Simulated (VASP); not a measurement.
# Ti (P6_3/mmc) in VASP: notebook, part 2 of 2

VASP 6.6.1. Earlier steps stand in the parts before.

## Step 4: Electric field gradients, PBEsol (volume scaled by 0.97)

File INCAR:

```
PREC = Accurate
ENCUT = 520
EDIFF = 1E-8
ISMEAR = -1
SIGMA = 0.08
LREAL = False
LASPH = True
NELM = 80
ALGO = Normal
ISIF = 2
LWAVE = False
LCHARG = False
GGA = PS
LEFG = True
NBANDS = 19
```

File KPOINTS:

```
Automatic mesh
0
Gamma
  13 13 7
```

File POSCAR:

```
Ti
1.0
    2.9201978648      0.0000000000      0.0000000000
   -1.4600989324      2.5289655350      0.0000000000
    0.0000000000      0.0000000000      4.6386634303
Ti
2
Direct
    0.3333333333      0.6666666667      0.2500000000
    0.6666666667      0.3333333333      0.7500000000
```

Potentials or basis: VASP PAW PBE potentials, release 64 (Ti_sv).

The run is started by

```bash
cat potpaw_PBE.64/Ti_sv/POTCAR > POTCAR
mpirun -np 1 vasp_std > vasp.out
```

OUTCAR:

```text
PREC = Accurate
   ENCUT = 520
   EDIFF = 1E-8
   ISMEAR = -1
   LREAL = False
   LASPH = True
   NELM = 80
   ISIF = 2
   GGA = PS

 ion  position               nearest neighbor table
   1  0.333  0.667  0.250-   2 2.87   2 2.87   2 2.87   2 2.87   2 2.87   2 2.87
   2  0.667  0.333  0.750-   1 2.87   1 2.87   1 2.87   1 2.87   1 2.87   1 2.87

  LATTYP: Found a hexagonal cell.
 ALAT       =     2.9201978648
 C/A-ratio  =     1.5884757284

  Lattice vectors:

 A1 = (   2.9201978648,   0.0000000000,   0.0000000000)
[... 743 lines left out ...]
  ---------------------------------------------------
  free  energy   TOTEN  =       -16.6927304291 eV

  energy  without entropy=      -16.6450299350  energy(sigma->0) =      -16.66888018

 Electric field gradients (V/A^2)
---------------------------------------------------------------------
 ion       V_xx      V_yy      V_zz      V_xy      V_xz      V_yz
---------------------------------------------------------------------
   1      -8.903    -8.902    17.805     0.000     0.000    -0.000
   2      -8.903    -8.902    17.805     0.000    -0.000     0.000
---------------------------------------------------------------------

 Electric field gradients after diagonalization (V/A^2)
 (convention: |V_zz| > |V_xx| > |V_yy|)
----------------------------------------------------------------------
 ion       V_xx      V_yy      V_zz     asymmetry (V_yy - V_xx)/ V_zz
----------------------------------------------------------------------
   1      -8.903    -8.902    17.805       0.000
   2      -8.903    -8.902    17.805       0.000
----------------------------------------------------------------------

           NMR quadrupolar parameters

 Cq : quadrupolar parameter    Cq=e*Q*V_zz/h
 eta: asymmetry parameters     (V_yy - V_xx)/ V_zz
 Q  : nuclear electric quadrupole moment in mb (millibarn)
----------------------------------------------------------------------
 ion       Cq(MHz)       eta       Q (mb)
----------------------------------------------------------------------
   1       0.043       0.000       1.000
   2       0.043       0.000       1.000
----------------------------------------------------------------------
```

Run time: 1.7 min. Hardware: 1 thread of Intel Xeon Platinum 8259CL at 2.50GHz (Skylake/Cascade Lake), shared host; peak memory 0.18 GiB.

Results:

```
Free energy            : -16.6927 eV
Pressure               : -2.9 GPa
Band gap on the k mesh : zero (band 12 reaches 9.14 eV, above the bottom of band 13 at 8.02 eV)
```

Electric field gradients, principal values (V/Å²):
| atom | least | middle | greatest (by size) |
| --- | --- | --- | --- |
| 1 Ti | -8.902 | -8.903 | 17.805 |
| 2 Ti | -8.902 | -8.903 | 17.805 |

Caveat: without QUAD_EFG the Cq values of the log hold for a quadrupole moment of 1 mb, not for the nuclei; the PAW data sets were made with another functional, which shifts forces and pressure a little.

## Step 5: Electric field gradients, PBEsol (volume scaled by 0.98)

File INCAR:

```
PREC = Accurate ; ENCUT = 520
EDIFF = 1E-8 ; ISMEAR = -1
SIGMA = 0.08 ; LREAL = False
LASPH = True ; NELM = 100
ALGO = Normal ; ISIF = 2
LWAVE = False ; LCHARG = False
GGA = PS ; LEFG = True
NBANDS = 19
```

KPOINTS is that of step 4.

File POSCAR:

```
Ti
1.0
    2.9301986205      0.0000000000      0.0000000000
   -1.4650993102      2.5376264435      0.0000000000
    0.0000000000      0.0000000000      4.6545493880
Ti
2
Direct
    0.3333333333      0.6666666667      0.2500000000
    0.6666666667      0.3333333333      0.7500000000
```

Potentials or basis: VASP PAW PBE potentials, release 64 (Ti_sv).

The run is started by

```bash
cat potpaw_PBE.64/Ti_sv/POTCAR > POTCAR
mpirun -np 1 vasp_std > vasp.out
```

OUTCAR:

```text
PREC = Accurate
   ENCUT = 520
   EDIFF = 1E-8
   ISMEAR = -1
   LREAL = False
   LASPH = True
   NELM = 100
   ISIF = 2
   GGA = PS

 ion  position               nearest neighbor table
   1  0.333  0.667  0.250-   2 2.88   2 2.88   2 2.88   2 2.88   2 2.88   2 2.88
   2  0.667  0.333  0.750-   1 2.88   1 2.88   1 2.88   1 2.88   1 2.88   1 2.88

  LATTYP: Found a hexagonal cell.
 ALAT       =     2.9301986205
 C/A-ratio  =     1.5884757284

  Lattice vectors:

 A1 = (   2.9301986205,   0.0000000000,   0.0000000000)
 A2 = (  -1.4650993102,   2.5376264435,   0.0000000000)
 A3 = (   0.0000000000,   0.0000000000,   4.6545493880)

Analysis of symmetry for initial positions (statically):
=====================================================================
 Subroutine PRICEL returns:
 Original cell was already a primitive cell.

 Routine SETGRP: Setting up the symmetry group for a
[... 719 lines left out ...]
  energy-cutoff  :      520.00
  volume of cell :       34.61
      direct lattice vectors                 reciprocal lattice vectors
     2.930198621  0.000000000  0.000000000     0.341273794  0.197034517  0.000000000
    -1.465099310  2.537626444  0.000000000     0.000000000  0.394069034  0.000000000
     0.000000000  0.000000000  4.654549388     0.000000000  0.000000000  0.214843568

 POSITION                                       TOTAL-FORCE (eV/Angst)
 -----------------------------------------------------------------------------------
     -0.00000      1.69175      1.16364         0.000000     -0.000000      0.000000
      1.46510      0.84588      3.49091        -0.000000      0.000000      0.000000
 -----------------------------------------------------------------------------------
    total drift:                               -0.000000      0.000000     -0.000000

  FREE ENERGIE OF THE ION-ELECTRON SYSTEM (eV)
  ---------------------------------------------------
  free  energy   TOTEN  =       -16.6852545152 eV

  energy  without entropy=      -16.6370560640  energy(sigma->0) =      -16.66115529

 Electric field gradients (V/A^2)
---------------------------------------------------------------------
 ion       V_xx      V_yy      V_zz      V_xy      V_xz      V_yz
---------------------------------------------------------------------
   1      -8.692    -8.692    17.384     0.000     0.000    -0.000
   2      -8.692    -8.692    17.384     0.000    -0.000     0.000
---------------------------------------------------------------------

 Electric field gradients after diagonalization (V/A^2)
 (convention: |V_zz| > |V_xx| > |V_yy|)
----------------------------------------------------------------------
 ion       V_xx      V_yy      V_zz     asymmetry (V_yy - V_xx)/ V_zz
----------------------------------------------------------------------
   1      -8.692    -8.692    17.384       0.000
   2      -8.692    -8.692    17.384       0.000
----------------------------------------------------------------------

           NMR quadrupolar parameters

 Cq : quadrupolar parameter    Cq=e*Q*V_zz/h
 eta: asymmetry parameters     (V_yy - V_xx)/ V_zz
 Q  : nuclear electric quadrupole moment in mb (millibarn)
----------------------------------------------------------------------
 ion       Cq(MHz)       eta       Q (mb)
----------------------------------------------------------------------
   1       0.042       0.000       1.000
   2       0.042       0.000       1.000
----------------------------------------------------------------------
```

OSZICAR:

```text
N       E                     dE             d eps       ncg     rms          rms(c)
DAV:   1     0.260609532550E+03    0.26061E+03   -0.13046E+04  3192   0.157E+03
DAV:   2     0.113192513225E+02   -0.24929E+03   -0.24543E+03  3282   0.439E+02
DAV:   3    -0.178217454341E+02   -0.29141E+02   -0.28791E+02  5971   0.123E+02
DAV:   4    -0.189775621310E+02   -0.11558E+01   -0.11544E+01  3641   0.259E+01
DAV:   5    -0.190338958709E+02   -0.56334E-01   -0.56329E-01  4706   0.408E+00    0.124E+01
DAV:   6    -0.166965076249E+02    0.23374E+01   -0.83150E+00  3704   0.289E+01    0.296E+00
DAV:   7    -0.166689146980E+02    0.27593E-01   -0.78887E-01  4858   0.632E+00    0.209E+00
DAV:   8    -0.166924341160E+02   -0.23519E-01   -0.20368E-01  3492   0.528E+00    0.688E-01
DAV:   9    -0.166847324487E+02    0.77017E-02   -0.44304E-02  3639   0.212E+00    0.734E-02
DAV:  10    -0.166852075749E+02   -0.47513E-03   -0.33899E-03  4690   0.329E-01    0.903E-02
DAV:  11    -0.166852630303E+02   -0.55455E-04   -0.13768E-04  3694   0.802E-02    0.415E-02
DAV:  12    -0.166852544194E+02    0.86109E-05   -0.33236E-05  3462   0.518E-02    0.794E-03
DAV:  13    -0.166852544279E+02   -0.84378E-08   -0.23634E-06  3833   0.132E-02    0.145E-03
DAV:  14    -0.166852544891E+02   -0.61182E-07   -0.15736E-07  4011   0.236E-03    0.792E-04
DAV:  15    -0.166852545040E+02   -0.14953E-07   -0.45204E-08  3527   0.141E-03    0.599E-05
DAV:  16    -0.166852545231E+02   -0.19045E-07   -0.24339E-09  1792   0.365E-04    0.959E-05
DAV:  17    -0.166852545152E+02    0.78080E-08   -0.41229E-10  1722   0.175E-04
   1 F= -.16685255E+02 E0= -.16661155E+02  d E =-.481985E-01
```

stdout:

```text
POSCAR found type information on POSCAR Ti
 POSCAR found :  1 types and       2 ions
 scaLAPACK will be used
 -----------------------------------------------------------------------------
|                                                                             |
|                                                                             |
|     You enforced a specific xc type in the INCAR file but a different       |
|     I HOPE YOU KNOW WHAT YOU ARE DOING!                                     |
|                                                                             |
 -----------------------------------------------------------------------------

 LDA part: xc-table for (Slater+PW92), standard interpolation
 POSCAR, INCAR and KPOINTS ok, starting setup
 FFT: planning ... GRIDC
 FFT: planning ... GRID_SOFT
 FFT: planning ... GRID
 WAVECAR not read
 entering main loop
ion   1

ion   2
```

Run time: 1.7 min. Hardware: 1 thread of Intel Xeon Platinum 8259CL at 2.50GHz (Skylake/Cascade Lake), shared host; peak memory 0.18 GiB.

What came out:

| Quantity | Value |
| --- | --- |
| Free energy | -16.6853 eV |
| Pressure | -4.0 GPa |
| Band gap on the k mesh | zero (band 12 reaches 9.03 eV, above the bottom of band 13 at 7.92 eV) |

Electric field gradients, principal values (V/Å²):
```tsv
atom	least	middle	greatest (by size)
1 Ti	-8.692	-8.692	17.384
2 Ti	-8.692	-8.692	17.384
```

Caveat: without QUAD_EFG the Cq values of the log hold for a quadrupole moment of 1 mb, not for the nuclei; the PAW data sets were made with another functional, which shifts forces and pressure a little.

## Step 6: Overview

| cell | gap on the mesh (eV) | pressure (GPa) |
| --- | --- | --- |
| a = 2.890, b = 2.890, c = 4.590 Å, angles 90.0, 90.0, 120.0°, 2 atoms | none | 0.7 |
| a = 2.890, b = 2.890, c = 4.591 Å, angles 90.0, 90.0, 120.0°, 2 atoms | none | 0.6 |
| a = 2.920, b = 2.920, c = 4.639 Å, angles 90.0, 90.0, 120.0°, 2 atoms | none | -2.9 |
| a = 2.930, b = 2.930, c = 4.655 Å, angles 90.0, 90.0, 120.0°, 2 atoms | none | -4.0 |

Alike in all rows: task electric field gradients; level PBEsol; potentials or basis VASP PAW PBE potentials, release 64 (Ti_sv); no spin polarisation; k mesh 13 × 13 × 7; cutoff (eV) 520; smearing fermi-dirac 0.08 eV.

Caveats: the PAW data sets were made with another functional, which shifts forces and pressure a little.

Total energies depend on the potentials used, so only differences within one code and one set of settings carry meaning.
